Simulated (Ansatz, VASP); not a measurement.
**One calculation of Cl, two programs**

Contents of INCAR:

```
SYSTEM = Cl
PREC = Accurate
ENCUT = 500
EDIFF = 1E-6
ISMEAR = 0
SIGMA = 0.02
LREAL = .FALSE.
LASPH = .TRUE.
NELM = 120
ALGO = Normal
ISIF = 2
LWAVE = .FALSE.
LCHARG = .TRUE.
GGA = PS
LELF = .TRUE.
LVHAR = .TRUE.
NBANDS = 22
GGA_COMPAT = .FALSE.
```

File KPOINTS:

```
Automatic mesh
0
G
  8 8 4
  0 0 0
```

The input POSCAR:

```
Cl
1.0
    2.9740200000     -2.1769312000     -0.0029592000
    3.1084200000      2.3641312000      0.0877608000
    0.1122534000      0.1672650000      8.4114058000
Cl
4
Direct
    0.1205430403      0.8760787546      0.0988983051
    0.6284684066      0.3692719780      0.4001900726
    0.8813754006      0.1219066506      0.9003656174
    0.3696131525      0.6327426168      0.6005460048
```

Input for Ansatz:

```yaml
crystal:
  lattice:
    - [2.97402, -2.1769312, -0.0029592]
    - [3.10842, 2.3641312, 0.0877608]
    - [0.1122534, 0.167265, 8.4114058]
  atoms:
    - { symbol: Cl, position: [0.1205430403, 0.8760787546, 0.0988983051] }
    - { symbol: Cl, position: [0.6284684066, 0.369271978, 0.4001900726] }
    - { symbol: Cl, position: [0.8813754006, 0.1219066506, 0.9003656174] }
    - { symbol: Cl, position: [0.3696131525, 0.6327426168, 0.6005460048] }
basis:
  ecutwfc: 420
kpoints:
  mp_grid: { grid: [8, 8, 4] }
hamiltonian:
  xc: pbesol
scf:
  occupations: { method: gaussian, width: 0.02 }
output:
  forces: true
  stress: true
  eigenvalues: true
```

Change from the starting cell: all atoms moved at random, cell strained at random.

Alike in both runs: task single point; functional PBEsol; k mesh 8 × 8 × 4; occupations gaussian, width 0.02 eV; no spin polarisation.

|  | VASP | Ansatz |
| --- | --- | --- |
| version | VASP 6.6.1 | Ansatz 0.2.0 |
| potentials or method | VASP PAW PBE potentials, release 64 (Cl), cutoff 500 eV | scalar-relativistic, plane waves, PAW |
| valence electrons in the cell | 28 | 28 |

|  | VASP | Ansatz | Ansatz less VASP |
| --- | --- | --- | --- |
| gap on the k mesh at the Fermi level (eV) | 1.95 | 1.92 | -0.036 |
| least direct gap on the mesh (eV) | 2.02 | 1.98 | -0.040 |
| pressure (GPa) | -1.4 | -1.1 | +0.31 |
| traceless stress, the component that is largest in VASP (GPa) | -3.00 | -3.11 | -0.105 |
| rms of the force components (eV/Å) | 0.637 | 0.638 | +0.0007 |

VASP's potentials were made for PBE, not for PBEsol. Atom by atom the forces differ by 0.089 eV/Å (rms over components).
